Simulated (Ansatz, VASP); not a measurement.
## LiF: VASP beside Ansatz

```
Li F
1.0
    -2.02157    0.00556   -2.02063
    -2.02121   -2.00955    0.00520
    -4.10831    2.07024    2.08025
Li F
2 2
Direct
  0.02239 0.98951 0.01344
  0.49666 0.63891 0.45904
  0.32680 0.15438 0.24379
  0.65416 0.71720 0.78373
```

Change from the starting cell: cell x2, atoms moved at random (sigma 0.15 Å) and cell strained at random (1.5 %), then relaxed without symmetry.

Alike in both runs: task relaxation of cell and atoms; functional PBE; k mesh 6 × 6 × 6; occupations gaussian, width 0.1 eV; no spin polarisation.

```csv
,VASP,Ansatz
version,VASP 6.6.1,Ansatz 0.2.0
potentials or method,"VASP PAW PBE potentials, release 64 (Li_sv, F), cutoff 600 eV","scalar-relativistic, plane waves, PAW"
valence electrons in the cell,20,20
```

Ansatz gave:

* gap on the k mesh at the Fermi level, each at its own relaxed structure (eV): 8.83
* relaxed volume (Å³/atom): 8.41
* relaxed length of the cell vector where the two differ most in proportion (Å): 4.987

What did VASP give for the same quantities?

gap on the k mesh at the Fermi level, each at its own relaxed structure (eV): 8.92; relaxed volume (Å³/atom): 8.32; relaxed length of the cell vector where the two differ most in proportion (Å): 4.962.

The k mesh is coarse, so the values compare programs but aren't converged. Noted on VASP's run: the cutoff is under 1.25 times that of the potentials, so the pressure is a little rough.
